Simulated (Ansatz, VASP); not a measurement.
**AlCo in VASP and in Ansatz**

The input INCAR:

```
  PREC = Accurate
  ENCUT = 520
  EDIFF = 1E-6
  ISMEAR = -1
  SIGMA = 0.08
  LREAL = False
  LASPH = True
  NELM = 100
  ALGO = Normal
  ISIF = 2
  LWAVE = False
  LCHARG = False
  GGA = PE
  NBANDS = 13
```

The input KPOINTS:

```
regular mesh
0
Gamma
  14 14 14
```

Contents of POSCAR:

```
AlCo
1.0
    2.7333880614      0.0000000000      0.0000000000
    0.0000000000      2.7333880614      0.0000000000
    0.0000000000      0.0000000000      2.7333880614
Co Al
1 1
Direct
    0.0000000000      0.0000000000      0.0000000000
    0.5000000000      0.5000000000      0.5000000000
```

Input for Ansatz:

```yaml
crystal:
  lattice:
    - [2.7333880614, 0.0, 0.0]
    - [0.0, 2.7333880614, 0.0]
    - [0.0, 0.0, 2.7333880614]
  atoms:
    - { symbol: Co, position: [0.0, 0.0, 0.0] }
    - { symbol: Al, position: [0.5, 0.5, 0.5] }
kpoints:
  mp_grid: { grid: [14, 14, 14] }
scf:
  occupations: { method: fermi_dirac, width: 0.08 }
hamiltonian:
  xc: pbe
  pseudopotentials: { kind: all_electron, lapw: { basis_error: 0.001 } }
output:
  forces: true
  stress: true
  eigenvalues: true
  populations: true
```

Change from the starting cell: volume scaled by 0.88, LAPW.

Alike in both runs: task single point; functional PBE; k mesh 14 × 14 × 14; occupations fermi-dirac, width 0.08 eV; no spin polarisation.

```csv
,VASP,Ansatz
version,VASP 6.6.1,Ansatz 0.2.0
potentials or method,"VASP PAW PBE potentials, release 64 (Co, Al), cutoff 520 eV","all-electron LAPW, scalar-relativistic"
```

|  | VASP | Ansatz | Ansatz less VASP |
| --- | --- | --- | --- |
| pressure (GPa) | 29.9 | 29.9 | -0.04 |

Both programs put the cell under a high pressure, so it lies far from rest at this level. Ansatz ran all-electron here, and VASP with PAW potentials.
